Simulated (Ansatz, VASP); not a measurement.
# Two plane-wave programs on NaCl

Contents of INCAR:

```
ALGO = Normal ; EDIFF = 1E-6
EDIFFG = -0.005 ; ENCUT = 600
GGA = PE ; IBRION = 2
ISIF = 3 ; ISMEAR = -1
LASPH = T ; LCHARG = F
LREAL = F ; LWAVE = F
NELM = 100 ; NSW = 100
PREC = Accurate ; SIGMA = 0.03
```

KPOINTS

```
k-points
0
Gamma
  10 10 6
```

File POSCAR:

```
NaCl
1.0
    4.2635235690      0.0000000000      0.0000000000
   -2.1317617845      3.6923197204      0.0000000000
    0.0000000000      0.0000000000      6.9495434174
Na Cl
2 2
Direct
    0.3333333333      0.6666666667      0.0000000000
    0.6666666667      0.3333333333      0.5000000000
    0.3333333333      0.6666666667      0.3760000000
    0.6666666667      0.3333333333      0.8760000000
```

Input for Ansatz:

```yaml
crystal:
  lattice:
    - [4.263523569, 0.0, 0.0]
    - [-2.1317617845, 3.6923197204, 0.0]
    - [0.0, 0.0, 6.9495434174]
  atoms:
    - { symbol: Na, position: [0.3333333333, 0.6666666667, 0.0] }
    - { symbol: Na, position: [0.6666666667, 0.3333333333, 0.5] }
    - { symbol: Cl, position: [0.3333333333, 0.6666666667, 0.376] }
    - { symbol: Cl, position: [0.6666666667, 0.3333333333, 0.876] }
kpoints:
  mp_grid: { grid: [10, 10, 6] }
scf:
  occupations: { method: fermi_dirac, width: 0.03 }
hamiltonian:
  xc: pbe
  pseudopotentials: { kind: paw }
output:
  forces: true
  stress: true
relax:
  f_tol: 0.005
  max_steps: 80
  cell: {}
```

Alike in both runs: task relaxation of cell and atoms; functional PBE; k mesh 10 × 10 × 6; occupations fermi-dirac, width 0.03 eV; no spin polarisation.

```csv
,VASP,Ansatz
version,VASP 6.6.1,Ansatz 0.2.0
potentials or method,"VASP PAW PBE potentials, release 64 (Na_pv, Cl)","PAW with Ansatz's default frozen-core files, scalar-relativistic"
plane-wave cutoff (eV),600,420
valence electrons in the cell,28,32
```

|  | VASP | Ansatz | Ansatz less VASP |
| --- | --- | --- | --- |
| relaxed volume (Å³/atom) | 27.97 | 27.98 | +0.010 |
| relaxed cell length with the largest relative difference (Å) | 4.777 | 4.779 | +0.0015 |

VASP's potentials hold 28 valence electrons a cell and Ansatz's 32, so a difference there can come from the potentials and not from the codes.
